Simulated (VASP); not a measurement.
Wanted: the native input for a VASP 6.6.1 run.

```
Task                   : single point
Functional             : PBE
Potentials or basis    : VASP PAW PBE potentials, release 64 (Ta_pv, Ge_d, Ru_pv)
Cutoff                 : 520 eV
k mesh                 : 4 × 4 × 4
Occupations            : gaussian, width 0.1 eV
Spin                   : no spin polarisation
Dipole correction      : no
Further INCAR settings : ALGO = Normal; EDIFF = 1e-07; NBANDS = 42
```

The structure of TaGe3Ru lies in POSCAR:

```
TaGe3Ru
1.0
    4.4197215800      0.0000000000      0.0000000000
    0.0000000000      4.4197215800      0.0000000000
    0.0000000000      0.0000000000      4.4197215800
Ta Ge Ru
1 3 1
Direct
    0.0000000000      0.0000000000      0.0000000000
    0.5000000000      0.0000000000      0.0000000000
    0.0000000000      0.5000000000      0.0000000000
    0.0000000000      0.0000000000      0.5000000000
    0.5000000000      0.5000000000      0.5000000000
```

The cell was generated, and may not be a known phase.

One way to write it, as run:

INCAR

```
  ALGO = Normal
  EDIFF = 1E-7
  ENCUT = 520
  GGA = PE
  ISIF = 2
  ISMEAR = 0
  LASPH = T
  LCHARG = T
  LELF = T
  LREAL = F
  LVHAR = T
  LWAVE = F
  NBANDS = 42
  NELM = 80
  PREC = Accurate
  SIGMA = 0.1
```

KPOINTS

```
k-points
0
Gamma
  4 4 4
```

Potentials or basis: VASP PAW PBE potentials, release 64 (Ta_pv, Ge_d, Ru_pv).

Launch:

```console
$ cat potpaw_PBE.64/Ta_pv/POTCAR potpaw_PBE.64/Ge_d/POTCAR potpaw_PBE.64/Ru_pv/POTCAR > POTCAR
$ mpirun -np 1 vasp_std > vasp.out
```

It gave:

| Property | Result |
| --- | --- |
| Pressure | 42.5 GPa |
| Band gap on the k mesh | zero (an odd number of electrons rules out a gap without spin polarisation) |

Caveat: the cell stands under pressure; spin-orbit coupling is left out, which moves the levels of the heavy elements.

Run time: 50 s on 1 thread of Intel(R) Xeon(R) Platinum 8259CL CPU @ 2.50GHz (Skylake/Cascade Lake) (shared host), peak memory 0.22 GiB.
